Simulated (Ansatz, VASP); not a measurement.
Be16CO in VASP and in Ansatz

```
Be C O
1.0
     4.52544    0.00000    0.00000
    -2.26272    3.91914    0.00000
     0.00000    0.00000   23.47617
Be C O
16 1 1
Direct
  0.33333 0.16667 0.17039
  0.33333 0.66667 0.17039
  0.83333 0.16667 0.17039
  0.83333 0.66667 0.17039
  0.16667 0.33333 0.24635
  0.16667 0.83333 0.24635
  0.66667 0.33333 0.24635
  0.66667 0.83333 0.24635
  0.33333 0.16667 0.32419
  0.33333 0.66667 0.32419
  0.83333 0.16667 0.32419
  0.83333 0.66667 0.32419
  0.16667 0.33333 0.40365
  0.16667 0.83333 0.40365
  0.66667 0.33333 0.40365
  0.66667 0.83333 0.40365
  0.16667 0.33333 0.50886
  0.31466 0.18534 0.50886
```

Alike in both runs: task single point; functional PBE; k mesh 6 × 6 × 1; occupations gaussian, width 0.1 eV; no spin polarisation.

|  | VASP | Ansatz |
| --- | --- | --- |
| version | VASP 6.6.1 | Ansatz 0.2.0 |
| potentials or method | VASP PAW PBE potentials, release 64 (Be, C, O), cutoff 520 eV | scalar-relativistic, plane waves, PAW |
| valence electrons in the cell | 42 | 42 |

|  | VASP | Ansatz | Ansatz less VASP |
| --- | --- | --- | --- |
| gap on the k mesh at the Fermi level (eV) | none | none | - |
| rms of the force components (eV/Å) | 0.240 | 0.357 | +0.1174 |

Atom by atom the forces differ by 0.153 eV/Å (rms over components). A gap of «none» marks a metal or a gap that the smearing closes. One of these differences is far larger than is usual between the two programs; its cause wasn't traced.

Noted on VASP's run: the standard files for N, O and F lose accuracy on very short bonds.
